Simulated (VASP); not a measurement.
# AlPtC4N4 (P-43m) in VASP: further runs

The runs below take AlPtC4N4 through single point, relaxation of cell and atoms, with PBE.

Everything below comes from runs of VASP 6.6.1. Logs are shortened: lines on timing, memory, paths and dates and some standing lists are left out, and cuts for length are marked.

## 1. The cell of the first run

The structure is cubic, space group P-43m (No. 215). Conventional cell: a = 5.781 Å, b = 5.781 Å, c = 5.781 Å, α = 90.00°, β = 90.00°, γ = 90.00°. Al (site symmetry -43m) has 4 N at 1.84 Å within 2.4 Å. Pt (site symmetry -43m) has 4 C at 1.99 Å within 2.6 Å. C (site symmetry 3m) has 1 N at 1.18 Å within 1.6 Å. N (site symmetry 3m) has 1 C at 1.18 Å within 1.6 Å.

## 2. Single point, PBE

File INCAR:

```
PREC = Accurate
ENCUT = 520
EDIFF = 1E-6
ISMEAR = 0
SIGMA = 0.1
LREAL = False
LASPH = True
NELM = 60
ALGO = Normal
ISIF = 2
LWAVE = False
LCHARG = False
GGA = PE
NBANDS = 36
```

File KPOINTS:

```
regular mesh
0
Gamma
  4 4 4
```

File POSCAR:

```
AlPtC4N4
1.0
    5.7805298053      0.0000000000      0.0000000000
    0.0000000000      5.7805298053      0.0000000000
    0.0000000000      0.0000000000      5.7805298053
Al Pt C N
1 1 4 4
Direct
    0.5000000000      0.5000000000      0.5000000000
    0.0000000000      0.0000000000      0.0000000000
    0.1983165160      0.1983165160      0.1983165160
    0.1983165160      0.8016834840      0.8016834840
    0.8016834840      0.1983165160      0.8016834840
    0.8016834840      0.8016834840      0.1983165160
    0.3162116189      0.3162116189      0.3162116189
    0.3162116189      0.6837883811      0.6837883811
    0.6837883811      0.3162116189      0.6837883811
    0.6837883811      0.6837883811      0.3162116189
```

Potentials or basis: VASP PAW PBE potentials, release 64 (Al, Pt, C, N).

Run with:

```sh
$ cat potpaw_PBE.64/Al/POTCAR potpaw_PBE.64/Pt/POTCAR potpaw_PBE.64/C/POTCAR potpaw_PBE.64/N/POTCAR > POTCAR
$ mpirun -np 1 vasp_std > vasp.out
```

OUTCAR:

```text
PREC = Accurate
   ENCUT = 520
   EDIFF = 1E-6
   ISMEAR = 0
   LREAL = False
   LASPH = True
   NELM = 60
   ISIF = 2
   GGA = PE

 ion  position               nearest neighbor table
   1  0.500  0.500  0.500-   7 1.84   8 1.84   9 1.84  10 1.84
   2  0.000  0.000  0.000-   3 1.99   4 1.99   5 1.99   6 1.99
   3  0.198  0.198  0.198-   7 1.18   2 1.99
   4  0.198  0.802  0.802-   8 1.18   2 1.99
   5  0.802  0.198  0.802-   9 1.18   2 1.99
   6  0.802  0.802  0.198-  10 1.18   2 1.99
   7  0.316  0.316  0.316-   3 1.18   1 1.84
   8  0.316  0.684  0.684-   4 1.18   1 1.84
   9  0.684  0.316  0.684-   5 1.18   1 1.84
  10  0.684  0.684  0.316-   6 1.18   1 1.84

  LATTYP: Found a simple cubic cell.
 ALAT       =     5.7805298053

  Lattice vectors:

 A1 = (   5.7805298053,   0.0000000000,   0.0000000000)
 A2 = (   0.0000000000,   5.7805298053,   0.0000000000)
 A3 = (   0.0000000000,   0.0000000000,   5.7805298053)

Analysis of symmetry for initial positions (statically):
=====================================================================
 Subroutine PRICEL returns:
 Original cell was already a primitive cell.

 Routine SETGRP: Setting up the symmetry group for a
 simple cubic supercell.

 Subroutine GETGRP returns: Found 24 space group operations
 (whereof 24 operations were pure point group operations)
 out of a pool of 48 trial point group operations.

The static configuration has the point symmetry T_d .

Analysis of symmetry for dynamics (positions and initial velocities):
=====================================================================
 Subroutine PRICEL returns:
 Original cell was already a primitive cell.

 Routine SETGRP: Setting up the symmetry group for a
 simple cubic supercell.

 Subroutine GETGRP returns: Found 24 space group operations
 (whereof 24 operations were pure point group operations)
 out of a pool of 48 trial point group operations.

The dynamic configuration has the point symmetry T_d .

 Subroutine INISYM returns: Found 24 space group operations
 (whereof 24 operations are pure point group operations),
 and found     1 'primitive' translations

----------------------------------------------------------------------------------------

                                     Primitive cell

  volume of cell :     193.1537

  direct lattice vectors                    reciprocal lattice vectors
     5.780529805  0.000000000  0.000000000     0.172994524  0.000000000  0.000000000
     0.000000000  5.780529805  0.000000000     0.000000000  0.172994524  0.000000000
     0.000000000  0.000000000  5.780529805     0.000000000  0.000000000  0.172994524

  length of vectors
     5.780529805  5.780529805  5.780529805     0.172994524  0.172994524  0.172994524

  position of ions in fractional coordinates (direct lattice)
     0.500000000  0.500000000  0.500000000
     0.000000000  0.000000000  0.000000000
     0.198316516  0.198316516  0.198316516
     0.198316516  0.801683484  0.801683484
     0.801683484  0.198316516  0.801683484
     0.801683484  0.801683484  0.198316516
     0.316211619  0.316211619  0.316211619
     0.316211619  0.683788381  0.683788381
     0.683788381  0.316211619  0.683788381
     0.683788381  0.683788381  0.316211619

  ion indices of the primitive-cell ions
   primitive index   ion index
                 1           1
                 2           2
                 3           3
                 4           4
                 5           5
                 6           6
                 7           7
                 8           8
                 9           9
                10          10

----------------------------------------------------------------------------------------

 KPOINTS: regular mesh

Automatic generation of k-mesh.
 Grid dimensions read from file:
 generate k-points for:    4    4    4

 Generating k-lattice:

  Cartesian coordinates                     Fractional coordinates (reciprocal lattice)
     0.043248631  0.000000000  0.000000000     0.250000000  0.000000000  0.000000000
     0.000000000  0.043248631  0.000000000     0.000000000  0.250000000  0.000000000
     0.000000000  0.000000000  0.043248631     0.000000000  0.000000000  0.250000000

  Length of vectors
     0.043248631  0.043248631  0.043248631

  Shift w.r.t. Gamma in fractional coordinates (k-lattice)
     0.000000000  0.000000000  0.000000000

 Subroutine IBZKPT returns following result:
 ===========================================

 Found     10 irreducible k-points:

 Following reciprocal coordinates:
            Coordinates               Weight
  0.000000  0.000000  0.000000      1.000000
  0.250000  0.000000  0.000000      6.000000
  0.500000  0.000000  0.000000      3.000000
  0.250000  0.250000  0.000000     12.000000
  0.500000  0.250000  0.000000     12.000000
  0.500000  0.500000  0.000000      3.000000
  0.250000  0.250000  0.250000      8.000000
  0.500000  0.250000  0.250000     12.000000
  0.500000  0.500000  0.250000      6.000000
  0.500000  0.500000  0.500000      1.000000
   k-points           NKPTS =     10   k-points in BZ     NKDIM =     10   number of bands    NBANDS=     36
   number of dos      NEDOS =    301   number of ions     NIONS =     10
   total plane-waves  NPLWV = 110592
   dimension x,y,z NGX =    48 NGY =   48 NGZ =   48
   dimension x,y,z NGXF=    96 NGYF=   96 NGZF=   96
   ions per type =               1   1   4   4
   NGX,Y,Z   is equivalent  to a cutoff of  13.80, 13.80, 13.80 a.u.
   NGXF,Y,Z  is equivalent  to a cutoff of  27.61, 27.61, 27.61 a.u.
 SYSTEM =  unknown system
   PREC   = accura    normal or accurate (medium, high low for compatibility)
   ISTART =      0    job   : 0-new  1-cont  2-samecut
   ICHARG =      2    charge: 1-file 2-atom 10-const
   ISPIN  =      1    spin polarized calculation?
   LNONCOLLINEAR =      F non collinear calculations
   LSORBIT =      F    spin-orbit coupling
   LASPH  =      T    aspherical Exc in radial PAW
   ENCUT  =  520.0 eV  38.22 Ry    6.18 a.u.  10.75 10.75 10.75*2*pi/ulx,y,z
   NELM   =     60;   NELMIN=  2; NELMDL= -5     # of ELM steps
   EDIFF  = 0.1E-05   stopping-criterion for ELM
   LREAL  =      F    real-space projection
   EDIFFG = 0.1E-04   stopping-criterion for IOM
   NSW    =      0    number of steps for IOM
   IBRION =     -1    ionic relax: 0-MD 1-quasi-New 2-CG
   NFREE  =      0    steps in history (QN), initial steepest desc. (CG)
   ISIF   =      2    stress and relaxation
   ISYM   =      2    0-nonsym 1-usesym 2-fastsym
   POTIM  = 0.5000    time-step for ionic-motion
   TEBEG  =    0.0;   TEEND  =   0.0 temperature during run
   PSTRESS=    0.0 pullay stress
   NELECT =      49.0000    total number of electrons
   NUPDOWN=      -1.0000    fix difference up-down
   EMIN   =  10.00;   EMAX   =-10.00  energy-range for DOS
   EFERMI =   0.00;   METHOD = LEGACY
   ISMEAR =     0;   SIGMA  =   0.10  broadening in eV -4-tet -1-fermi 0-gaus
   EFERMI_NEDOS =   21; number of points for ismear=-14 and -15
   IALGO  =     38    algorithm
   IMIX   =      4    mixing-type and parameters
     AMIX     =   0.40;   BMIX     =  1.00
     AMIX_MAG =   1.60;   BMIX_MAG =  1.00
  volume/ion in A,a.u.               =      19.32       130.35
  Fermi-wavevector in a.u.,A,eV,Ry     =   1.036349  1.958415 14.612909  1.074018
  Thomas-Fermi vector in A             =   2.170735
   LORBIT       =      0    0 simple, 1 ext, 2 COOP (PROOUT), +10 PAW based schemes
   GGA     = PE    functional components
   LHFCALC =     F    Hartree Fock is set to
   AEXX    =    0.0000 exact exchange contribution
   IVDW    =     0    specifies the selected vdW correction
   LEPSILON=     F    determine dielectric tensor
   LRPA    =     F    only Hartree local field effects (RPA)
 non-spin polarized calculation
 Gauss-broadening in eV      SIGMA  =   0.10
  energy-cutoff  :      520.00
  volume of cell :      193.15
 maximum number of plane-waves:      5248
 NGX is ok and might be reduce to    48
   NGX = 21   NGY = 21   NGZ = 21

 number of electron      49.0000005 magnetization

 Free energy of the ion-electron system (eV)
  ---------------------------------------------------
  ext. energy  EPLUGINS =         0.00000000
  ---------------------------------------------------
  free energy    TOTEN  =       -78.49790286 eV

  energy without entropy =      -78.43283107  energy(sigma->0) =      -78.46536697

 E-fermi :  -0.2769     XC(G=0):  -7.4984

 val. band max:       -0.3195004951   @ k =   0.5000   0.2500   0.2500
 cond. band min:      -0.2581568499   @ k =   0.5000   0.0000   0.0000
 fundamental gap:      0.0613436453
 Fermi energy:        -0.2768948249

 k-point     1 :       0.0000    0.0000    0.0000
  band No.  band energies     occupation
      1     -18.0859      2.00000
      2     -17.8472      2.00000
      3     -17.8472      2.00000
      4     -17.8472      2.00000
      5      -9.9497      2.00000
      6      -8.1075      2.00000
[... 28 lines left out ...]
     35       7.7570      0.00000
     36       8.9664      0.00000

 k-point     2 :       0.2500    0.0000    0.0000
  band No.  band energies     occupation
      1     -18.0674      2.00000
      2     -17.8665      2.00000
      3     -17.8470      2.00000
      4     -17.8470      2.00000
      5      -9.8786      2.00000
      6      -8.4150      2.00000
[... 28 lines left out ...]
     35       7.6977      0.00000
     36       8.1201      0.00000

 k-point     3 :       0.5000    0.0000    0.0000
  band No.  band energies     occupation
      1     -18.0447      2.00000
      2     -17.8903      2.00000
      3     -17.8468      2.00000
      4     -17.8468      2.00000
      5      -9.7915      2.00000
      6      -8.6513      2.00000
[... 28 lines left out ...]
     35       6.6379      0.00000
     36       8.3363      0.00000

 k-point     4 :       0.2500    0.2500    0.0000
  band No.  band energies     occupation
      1     -18.0527      2.00000
      2     -17.8689      2.00000
      3     -17.8571      2.00000
      4     -17.8489      2.00000
      5      -9.8396      2.00000
      6      -8.5481      2.00000
[... 28 lines left out ...]
     35       7.6459      0.00000
     36       8.0040      0.00000

 k-point     5 :       0.5000    0.2500    0.0000
  band No.  band energies     occupation
      1     -18.0351      2.00000
      2     -17.8835      2.00000
      3     -17.8563      2.00000
      4     -17.8527      2.00000
      5      -9.7955      2.00000
      6      -8.6688      2.00000
[... 28 lines left out ...]
     35       6.7631      0.00000
     36       8.1094      0.00000

 k-point     6 :       0.5000    0.5000    0.0000
  band No.  band energies     occupation
      1     -18.0245      2.00000
      2     -17.8685      2.00000
      3     -17.8671      2.00000
      4     -17.8671      2.00000
      5      -9.7996      2.00000
      6      -8.6860      2.00000
[... 28 lines left out ...]
     35       7.3464      0.00000
     36       7.5433      0.00000

 k-point     7 :       0.2500    0.2500    0.2500
  band No.  band energies     occupation
      1     -18.0420      2.00000
      2     -17.8713      2.00000
      3     -17.8568      2.00000
      4     -17.8568      2.00000
      5      -9.8483      2.00000
      6      -8.5480      2.00000
[... 28 lines left out ...]
     35       7.5546      0.00000
     36       7.9848      0.00000

 k-point     8 :       0.5000    0.2500    0.2500
  band No.  band energies     occupation
      1     -18.0297      2.00000
      2     -17.8785      2.00000
      3     -17.8614      2.00000
      4     -17.8566      2.00000
      5      -9.8568      2.00000
      6      -8.5463      2.00000
[... 28 lines left out ...]
     35       6.9550      0.00000
     36       7.7821      0.00000

 k-point     9 :       0.5000    0.5000    0.2500
  band No.  band energies     occupation
      1     -18.0240      2.00000
      2     -17.8674      2.00000
      3     -17.8667      2.00000
      4     -17.8667      2.00000
      5      -9.9102      2.00000
      6      -8.4249      2.00000
[... 28 lines left out ...]
     35       7.4238      0.00000
     36       7.4408      0.00000

 k-point    10 :       0.5000    0.5000    0.5000
  band No.  band energies     occupation
      1     -18.0236      2.00000
      2     -17.8665      2.00000
      3     -17.8665      2.00000
      4     -17.8665      2.00000
      5      -9.9976      2.00000
      6      -8.1110      2.00000
[... 28 lines left out ...]
     35       7.2714      0.00000
     36       7.2714      0.00000

------------------------ aborting loop because EDIFF is reached ----------------------------------------

  FORCE on cell =-STRESS in cart. coord.  units (eV):
  Direction    XX          YY          ZZ          XY          YZ          ZX
  --------------------------------------------------------------------------------------
  -------------------------------------------------------------------------------------
  Total        0.2020082      0.2020082      0.2020082      0.0000000     -0.0000000      0.0000000
  in kB        1.6756242      1.6756242      1.6756242      0.0000000     -0.0000000      0.0000000
  external PRESSURE =       1.6756242 kB  Pullay stress =       0.0000000 kB

 VOLUME and BASIS-vectors are now :
 -----------------------------------------------------------------------------
  energy-cutoff  :      520.00
  volume of cell :      193.15
      direct lattice vectors                 reciprocal lattice vectors
     5.780529805  0.000000000  0.000000000     0.172994524  0.000000000  0.000000000
     0.000000000  5.780529805  0.000000000     0.000000000  0.172994524  0.000000000
     0.000000000  0.000000000  5.780529805     0.000000000  0.000000000  0.172994524

 POSITION                                       TOTAL-FORCE (eV/Angst)
 -----------------------------------------------------------------------------------
      2.89026      2.89026      2.89026         0.000000      0.000000     -0.000000
      0.00000      0.00000      0.00000         0.000000     -0.000000     -0.000000
      1.14637      1.14637      1.14637        -0.166381     -0.166381     -0.166381
      1.14637      4.63416      4.63416        -0.166381      0.166381      0.166381
      4.63416      1.14637      4.63416         0.166381     -0.166381      0.166381
      4.63416      4.63416      1.14637         0.166381      0.166381     -0.166381
      1.82787      1.82787      1.82787         0.194033      0.194033      0.194033
      1.82787      3.95266      3.95266         0.194033     -0.194033     -0.194033
      3.95266      1.82787      3.95266        -0.194033      0.194033     -0.194033
      3.95266      3.95266      1.82787        -0.194033     -0.194033      0.194033
 -----------------------------------------------------------------------------------
    total drift:                               -0.000000     -0.000000     -0.000000

  FREE ENERGIE OF THE ION-ELECTRON SYSTEM (eV)
  ---------------------------------------------------
  free  energy   TOTEN  =       -78.4979028618 eV

  energy  without entropy=      -78.4328310742  energy(sigma->0) =      -78.46536697
```

It took 42 s on 1 thread of Intel Xeon 6975P-C (Granite Rapids), shared host; peak memory 0.35 GiB.

What came out:

| Item | Value |
| --- | --- |
| Free energy | -78.4979 eV |
| Pressure | 0.2 GPa |
| Largest force | 0.336 eV/Å |
| Band gap on the k mesh | zero (an odd number of electrons rules out a gap without spin polarisation) |

Forces on the atoms (eV/Å):
```
Al   0.000  0.000  0.000
Pt   0.000  0.000  0.000
C   -0.166 -0.166 -0.166
C   -0.166  0.166  0.166
C    0.166 -0.166  0.166
C    0.166  0.166 -0.166
N    0.194  0.194  0.194
N    0.194 -0.194 -0.194
N   -0.194  0.194 -0.194
N   -0.194 -0.194  0.194
```

Levels at points of the mesh, in eV from the Fermi level:
```
           k point  band 22  band 23  band 24  band 25  band 26  band 27  band 28  band 29
(0.00, 0.00, 0.00)    -2.26    -0.42    -0.42    -0.42     4.23     4.23     4.23     4.67
(0.50, 0.00, 0.00)    -1.92    -0.25     0.02     0.02     3.68     3.68     4.29     4.34
(0.50, 0.50, 0.00)    -1.90    -0.17     0.08     0.08     3.87     3.87     4.15     4.23
(0.50, 0.50, 0.50)    -2.19    -0.23    -0.23    -0.23     4.43     4.43     4.43     4.79
```

Caveat: spin-orbit coupling is left out, which moves the levels of the heavy elements.

## 3. Single point, PBE

This run uses another cell than the first one, of 19.82 Å³/atom.

File INCAR:

```
PREC = Accurate
ENCUT = 520
EDIFF = 1E-7
ISMEAR = 0
SIGMA = 0.1
LREAL = F
LASPH = T
NELM = 80
ALGO = Normal
ISIF = 2
LWAVE = F
LCHARG = F
GGA = PE
NBANDS = 36
```

File KPOINTS:

```
Automatic mesh
0
Gamma
  4 4 4
```

File POSCAR:

```
AlPtC4N4
1.0
    5.8306603700      0.0000000000      0.0000000000
    0.0000000000      5.8306603700      0.0000000000
    0.0000000000      0.0000000000      5.8306603700
Al Pt C N
1 1 4 4
Direct
    0.5000000000      0.5000000000      0.5000000000
    0.0000000000      0.0000000000      0.0000000000
    0.1898207700      0.1898207700      0.1898207700
    0.1898207700      0.8101792300      0.8101792300
    0.8101792300      0.1898207700      0.8101792300
    0.8101792300      0.8101792300      0.1898207700
    0.3056738300      0.3056738300      0.3056738300
    0.3056738300      0.6943261700      0.6943261700
    0.6943261700      0.3056738300      0.6943261700
    0.6943261700      0.6943261700      0.3056738300
```

Potentials or basis: VASP PAW PBE potentials, release 64 (Al, Pt, C, N).

Run with:

```sh
$ cat potpaw_PBE.64/Al/POTCAR potpaw_PBE.64/Pt/POTCAR potpaw_PBE.64/C/POTCAR potpaw_PBE.64/N/POTCAR > POTCAR
$ mpirun -np 1 vasp_std > vasp.out
```

Run time: 52 s. Hardware: 1 thread of Intel Xeon 6975P-C (Granite Rapids), shared host; peak memory 0.36 GiB.

The run converged. Its results:

```
Free energy            : -77.7518 eV
Pressure               : 0.9 GPa
Largest force          : 3.538 eV/Å
Band gap on the k mesh : zero (an odd number of electrons rules out a gap without spin polarisation)
```

Forces on the atoms (eV/Å):
```
Al   0.000  0.000  0.000
Pt   0.000  0.000  0.000
C   -0.117 -0.117 -0.117
C   -0.117  0.117  0.117
C    0.117 -0.117  0.117
C    0.117  0.117 -0.117
N    2.043  2.043  2.043
N    2.043 -2.043 -2.043
N   -2.043  2.043 -2.043
N   -2.043 -2.043  2.043
```

Levels at points of the mesh, in eV from the Fermi level:
| k point | band 23 | band 24 | band 25 | band 26 | band 27 | band 28 |
| --- | --- | --- | --- | --- | --- | --- |
| (0.00, 0.00, 0.00) | -0.43 | -0.43 | -0.43 | 4.45 | 4.45 | 4.45 |
| (0.50, 0.00, 0.00) | -0.23 | 0.01 | 0.01 | 3.74 | 3.74 | 4.41 |
| (0.50, 0.50, 0.00) | -0.19 | 0.08 | 0.08 | 3.89 | 3.89 | 4.28 |
| (0.50, 0.50, 0.50) | -0.22 | -0.22 | -0.22 | 4.67 | 4.67 | 4.67 |

Caveat: spin-orbit coupling is left out, which moves the levels of the heavy elements; forces of over 1 eV/Å act on the atoms, so gaps and moduli don't describe the material at rest.

(Continued in part 2 of 2.)
